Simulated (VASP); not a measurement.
# MgO (Cmcm) in VASP: further runs, part 2 of 2

VASP 6.6.1. Earlier steps stand in the parts before.

### 3 Single point, PBEsol (mode 5 frozen in at +0.073 Å, strain +e along z and -e/2 along x and y +0.0000)

INCAR reads:

```
  PREC = Accurate
  ENCUT = 520
  EDIFF = 1E-7
  ISMEAR = 0
  SIGMA = 0.05
  LREAL = F
  LASPH = T
  NELM = 60
  ALGO = Normal
  ISIF = 2
  LWAVE = F
  LCHARG = F
  GGA = PS
  NBANDS = 16
```

KPOINTS reads:

```
Automatic mesh
0
Gamma
  9 9 6
```

POSCAR reads:

```
MgO
1.0
    3.4947663863      0.0000000000      0.0000000000
   -1.7473831932      3.0265564708      0.0000000000
    0.0000000000      0.0000000000      4.1947132299
Mg O
2 2
Direct
    0.6787596180      0.3575192359      0.7500000000
    0.3212403820      0.6424807641      0.2500000000
    0.6577627629      0.3155255259      0.2500000000
    0.3422372371      0.6844744741      0.7500000000
```

Potentials or basis: VASP PAW PBE potentials, release 64 (Mg, O).

The run is started by

```bash
$ cat potpaw_PBE.64/Mg/POTCAR potpaw_PBE.64/O/POTCAR > POTCAR
$ mpirun -np 1 vasp_std > vasp.out
```

OUTCAR:

```text
PREC = Accurate
   ENCUT = 520
   EDIFF = 1E-7
   ISMEAR = 0
   LREAL = F
   LASPH = T
   NELM = 60
   ISIF = 2
   GGA = PS

 ion  position               nearest neighbor table
   1  0.679  0.358  0.750-   4 2.01   4 2.01   4 2.04   3 2.10   3 2.10   2 2.86   2 2.86   2 2.86
                             2 2.86   2 3.01   2 3.01
   2  0.321  0.642  0.250-   3 2.01   3 2.01   3 2.04   4 2.10   4 2.10   1 2.86   1 2.86   1 2.86
                             1 2.86   1 3.01   1 3.01
   3  0.658  0.316  0.250-   2 2.01   2 2.01   2 2.04   1 2.10   1 2.10
   4  0.342  0.684  0.750-   1 2.01   1 2.01   1 2.04   2 2.10   2 2.10

  LATTYP: Found a hexagonal cell.
 ALAT       =     3.4947663863
 C/A-ratio  =     1.2002843012

  Lattice vectors:

 A1 = (   3.4947663863,   0.0000000000,   0.0000000000)
 A2 = (  -1.7473831932,   3.0265564708,   0.0000000000)
 A3 = (   0.0000000000,   0.0000000000,   4.1947132299)

Analysis of symmetry for initial positions (statically):
=====================================================================
 Subroutine PRICEL returns:
 Original cell was already a primitive cell.

 Routine SETGRP: Setting up the symmetry group for a
 hexagonal supercell.

 Subroutine GETGRP returns: Found  8 space group operations
 (whereof  4 operations were pure point group operations)
 out of a pool of 24 trial point group operations.

The static configuration has the point symmetry C_2h.
 The point group associated with its full space group is D_2h.

Analysis of symmetry for dynamics (positions and initial velocities):
=====================================================================
 Subroutine PRICEL returns:
 Original cell was already a primitive cell.

 Routine SETGRP: Setting up the symmetry group for a
 hexagonal supercell.

 Subroutine GETGRP returns: Found  8 space group operations
 (whereof  4 operations were pure point group operations)
 out of a pool of 24 trial point group operations.

The dynamic configuration has the point symmetry C_2h.
 The point group associated with its full space group is D_2h.

 Subroutine INISYM returns: Found  8 space group operations
 (whereof  4 operations are pure point group operations),
 and found     1 'primitive' translations

----------------------------------------------------------------------------------------

                                     Primitive cell

  volume of cell :      44.3679

  direct lattice vectors                    reciprocal lattice vectors
     3.494766386  0.000000000  0.000000000     0.286142159  0.165204253  0.000000000
    -1.747383193  3.026556471  0.000000000     0.000000000  0.330408505  0.000000000
     0.000000000  0.000000000  4.194713230     0.000000000  0.000000000  0.238395319

  length of vectors
     3.494766386  3.494766386  4.194713230     0.330408505  0.330408505  0.238395319

  position of ions in fractional coordinates (direct lattice)
     0.678759618  0.357519236  0.750000000
     0.321240382  0.642480764  0.250000000
     0.657762763  0.315525526  0.250000000
     0.342237237  0.684474474  0.750000000

  ion indices of the primitive-cell ions
   primitive index   ion index
                 1           1
                 2           2
                 3           3
[... 21 lines left out ...]
     0.000000000  0.000000000  0.000000000

 Subroutine IBZKPT returns following result:
 ===========================================

 Found    100 irreducible k-points:

 Following reciprocal coordinates:
            Coordinates               Weight
  0.000000  0.000000  0.000000      1.000000
  0.111111  0.000000  0.000000      4.000000
  0.000000  0.111111  0.000000      2.000000
  0.222222  0.000000  0.000000      4.000000
  0.000000  0.222222  0.000000      2.000000
  0.333333  0.000000  0.000000      4.000000
[... 16 lines left out ...]
 -0.222222 -0.444444  0.000000      4.000000
  0.444444  0.333333  0.000000      4.000000
 [... further k-points ...]
   k-points           NKPTS =    100   k-points in BZ     NKDIM =    100   number of bands    NBANDS=     16
   number of dos      NEDOS =    301   number of ions     NIONS =      4
   total plane-waves  NPLWV =  25088
   dimension x,y,z NGX =    28 NGY =   28 NGZ =   32
   dimension x,y,z NGXF=    56 NGYF=   56 NGZF=   64
   ions per type =               2   2
   NGX,Y,Z   is equivalent  to a cutoff of  13.32, 13.32, 12.68 a.u.
   NGXF,Y,Z  is equivalent  to a cutoff of  26.64, 26.64, 25.36 a.u.
 SYSTEM =  unknown system
   PREC   = accura    normal or accurate (medium, high low for compatibility)
   ISTART =      0    job   : 0-new  1-cont  2-samecut
   ICHARG =      2    charge: 1-file 2-atom 10-const
   ISPIN  =      1    spin polarized calculation?
   LNONCOLLINEAR =      F non collinear calculations
   LSORBIT =      F    spin-orbit coupling
   LASPH  =      T    aspherical Exc in radial PAW
   ENCUT  =  520.0 eV  38.22 Ry    6.18 a.u.   6.50  6.50  7.80*2*pi/ulx,y,z
   NELM   =     60;   NELMIN=  2; NELMDL= -5     # of ELM steps
   EDIFF  = 0.1E-06   stopping-criterion for ELM
   LREAL  =      F    real-space projection
   EDIFFG = 0.1E-05   stopping-criterion for IOM
   NSW    =      0    number of steps for IOM
   IBRION =     -1    ionic relax: 0-MD 1-quasi-New 2-CG
   NFREE  =      0    steps in history (QN), initial steepest desc. (CG)
   ISIF   =      2    stress and relaxation
   ISYM   =      2    0-nonsym 1-usesym 2-fastsym
   POTIM  = 0.5000    time-step for ionic-motion
   TEBEG  =    0.0;   TEEND  =   0.0 temperature during run
   PSTRESS=    0.0 pullay stress
   NELECT =      16.0000    total number of electrons
   NUPDOWN=      -1.0000    fix difference up-down
   EMIN   =  10.00;   EMAX   =-10.00  energy-range for DOS
   EFERMI =   0.00;   METHOD = LEGACY
   ISMEAR =     0;   SIGMA  =   0.05  broadening in eV -4-tet -1-fermi 0-gaus
   EFERMI_NEDOS =   21; number of points for ismear=-14 and -15
   IALGO  =     38    algorithm
   IMIX   =      4    mixing-type and parameters
     AMIX     =   0.40;   BMIX     =  1.00
     AMIX_MAG =   1.60;   BMIX_MAG =  1.00
  volume/ion in A,a.u.               =      11.09        74.85
  Fermi-wavevector in a.u.,A,eV,Ry     =   1.165266  2.202034 18.474602  1.357845
  Thomas-Fermi vector in A             =   2.301794
   LORBIT       =      0    0 simple, 1 ext, 2 COOP (PROOUT), +10 PAW based schemes
   GGA     = PS    functional components
   LHFCALC =     F    Hartree Fock is set to
   AEXX    =    0.0000 exact exchange contribution
   IVDW    =     0    specifies the selected vdW correction
   LEPSILON=     F    determine dielectric tensor
   LRPA    =     F    only Hartree local field effects (RPA)
 non-spin polarized calculation
 Gauss-broadening in eV      SIGMA  =   0.05
  energy-cutoff  :      520.00
  volume of cell :       44.37
 maximum number of plane-waves:      1228
 NGX is ok and might be reduce to    28
   NGX = 13   NGY = 13   NGZ = 15

 number of electron      16.0000002 magnetization

 Free energy of the ion-electron system (eV)
  ---------------------------------------------------
  ext. energy  EPLUGINS =         0.00000000
  ---------------------------------------------------
  free energy    TOTEN  =       -24.70632067 eV

  energy without entropy =      -24.70632067  energy(sigma->0) =      -24.70632067

 E-fermi :   2.0894     XC(G=0): -10.2761

 val. band max:        1.8484490832   @ k =   0.0000   0.0000   0.0000
 cond. band min:       5.0810269522   @ k =   0.0000   0.0000   0.0000
 fundamental gap:      3.2325778690
 Fermi energy:         2.0893892705

 k-point     1 :       0.0000    0.0000    0.0000
  band No.  band energies     occupation
      1     -14.9983      2.00000
      2     -13.5870      2.00000
      3      -1.8300      2.00000
      4       0.0559      2.00000
      5       0.1440      2.00000
      6       0.9040      2.00000
[... 433 lines left out ...]
      3      -1.8035      2.00000
      4      -0.5597      2.00000
      5      -0.4609      2.00000
      6      -0.1041      2.00000
[... 8 lines left out ...]
     15      16.5767      0.00000
     16      16.6672      0.00000

 [... further k-points ...]
[... 5 lines left out ...]
  --------------------------------------------------------------------------------------
  -------------------------------------------------------------------------------------
  Total        0.0919549     -0.3812489     -0.0371881      0.0000000     -0.0000000      0.0000000
  in kB        3.3205968    -13.7673368     -1.3429034      0.0000000     -0.0000000      0.0000000
  external PRESSURE =      -3.9298811 kB  Pullay stress =       0.0000000 kB

 VOLUME and BASIS-vectors are now :
 -----------------------------------------------------------------------------
  energy-cutoff  :      520.00
  volume of cell :       44.37
      direct lattice vectors                 reciprocal lattice vectors
     3.494766386  0.000000000  0.000000000     0.286142159  0.165204253  0.000000000
    -1.747383193  3.026556471  0.000000000     0.000000000  0.330408505  0.000000000
     0.000000000  0.000000000  4.194713230     0.000000000  0.000000000  0.238395319

 POSITION                                       TOTAL-FORCE (eV/Angst)
 -----------------------------------------------------------------------------------
      1.74738      1.08205      3.14603         0.000000     -0.501539      0.000000
     -0.00000      1.94450      1.04868        -0.000000      0.501539     -0.000000
      1.74738      0.95496      1.04868        -0.000000      0.279308     -0.000000
      0.00000      2.07160      3.14603         0.000000     -0.279308     -0.000000
 -----------------------------------------------------------------------------------
    total drift:                               -0.000000      0.000000     -0.000000

  FREE ENERGIE OF THE ION-ELECTRON SYSTEM (eV)
  ---------------------------------------------------
  free  energy   TOTEN  =       -24.7063206682 eV

  energy  without entropy=      -24.7063206682  energy(sigma->0) =      -24.70632067
```

OSZICAR:

```text
N       E                     dE             d eps       ncg     rms          rms(c)
DAV:   1     0.595504610966E+02    0.59550E+02   -0.75328E+03  3208   0.888E+02
DAV:   2    -0.245161444795E+02   -0.84067E+02   -0.76757E+02  4488   0.196E+02
DAV:   3    -0.283054792870E+02   -0.37893E+01   -0.37797E+01  3616   0.428E+01
DAV:   4    -0.283204859690E+02   -0.15007E-01   -0.15006E-01  3872   0.314E+00
DAV:   5    -0.283205602777E+02   -0.74309E-04   -0.74309E-04  3592   0.211E-01    0.104E+01
DAV:   6    -0.248195553461E+02    0.35010E+01   -0.90277E+00  3392   0.232E+01    0.352E+00
DAV:   7    -0.247455974750E+02    0.73958E-01   -0.14506E-01  3200   0.309E+00    0.207E+00
DAV:   8    -0.247085179904E+02    0.37079E-01   -0.93665E-02  3648   0.319E+00    0.509E-01
DAV:   9    -0.247058506181E+02    0.26674E-02   -0.66405E-03  3832   0.718E-01    0.110E-01
DAV:  10    -0.247063158291E+02   -0.46521E-03   -0.36511E-04  3248   0.149E-01    0.193E-02
DAV:  11    -0.247063225556E+02   -0.67265E-05   -0.14676E-05  3784   0.270E-02    0.165E-02
DAV:  12    -0.247063209707E+02    0.15849E-05   -0.35026E-06  3272   0.155E-02    0.480E-03
DAV:  13    -0.247063206496E+02    0.32106E-06   -0.88380E-07  3568   0.760E-03    0.354E-04
DAV:  14    -0.247063206682E+02   -0.18514E-07   -0.94584E-09  1704   0.919E-04
   1 F= -.24706321E+02 E0= -.24706321E+02  d E =-.477599E-14
```

It took 38 s on 1 thread of Intel Xeon Platinum 8488C (Sapphire Rapids), shared host; peak memory 0.2 GiB.

What came out:

* Free energy: -24.7063 eV
* Pressure: -0.4 GPa
* Largest force: 0.502 eV/Å
* Band gap on the k mesh: 3.23 eV, direct

Forces in eV/Å, atoms in the order of the input:
```
Mg   0.000 -0.502  0.000
Mg   0.000  0.502  0.000
O    0.000  0.279  0.000
O    0.000 -0.279  0.000
```

Caveat: the cell differs from its parent crystal (mode 5 frozen in at +0.073 Å, strain +e along z and -e/2 along x and y +0.0000); the PAW data sets were made with another functional, which shifts forces and pressure a little.
